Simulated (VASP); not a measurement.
Input of a VASP 6.6.1 run:

File INCAR:

```
SYSTEM = AlNi
PREC     = Accurate       ! precision mode
ENCUT    = 520            ! plane-wave cutoff, eV
EDIFF    = 1E-6           ! SCF threshold, eV
ISMEAR   = -1             ! smearing method
SIGMA    = 0.05           ! smearing width, eV
LREAL    = .False.        ! projectors in reciprocal space
LASPH    = .True.         ! aspherical terms in the spheres
NELM     = 150            ! most SCF steps
ALGO     = Normal         ! electronic algorithm
ISIF     = 2              ! what is computed and relaxed
LWAVE    = .False.        ! write WAVECAR
LCHARG   = .False.        ! write CHGCAR
ISPIN    = 2              ! spin polarisation
MAGMOM   = 1 0            ! initial moments
LORBIT   = 11             ! projections on sites
LMAXMIX  = 4              ! l up to which the mixer works
GGA      = RP             ! functional
IVDW     = 12             ! dispersion correction
NBANDS   = 18             ! bands
```

KPOINTS

```
regular mesh
0
Gamma
  9 9 9
  0 0 0
```

The input POSCAR:

```
AlNi
1.0
    2.7485302760      0.0000000000      0.0000000000
    0.0000000000      2.7485302760      0.0000000000
    0.0000000000      0.0000000000      2.7485302760
Ni Al
1 1
Direct
    0.5000000000      0.5000000000      0.5000000000
    0.0000000000      0.0000000000      0.0000000000
```

Potentials or basis: VASP PAW PBE potentials, release 64 (Ni, Al).

Launch:

```console
$ cat potpaw_PBE.64/Ni/POTCAR potpaw_PBE.64/Al/POTCAR > POTCAR
$ mpirun -np 1 vasp_std > vasp.out
```

**Question.** Estimate the net moment.

**Answer.** 0.00 μB per cell.

**Question.** Predict the pressure.

**Answer.** -0.4 GPa.

Caveat: the PAW data sets were made with another functional, which shifts forces and pressure a little.
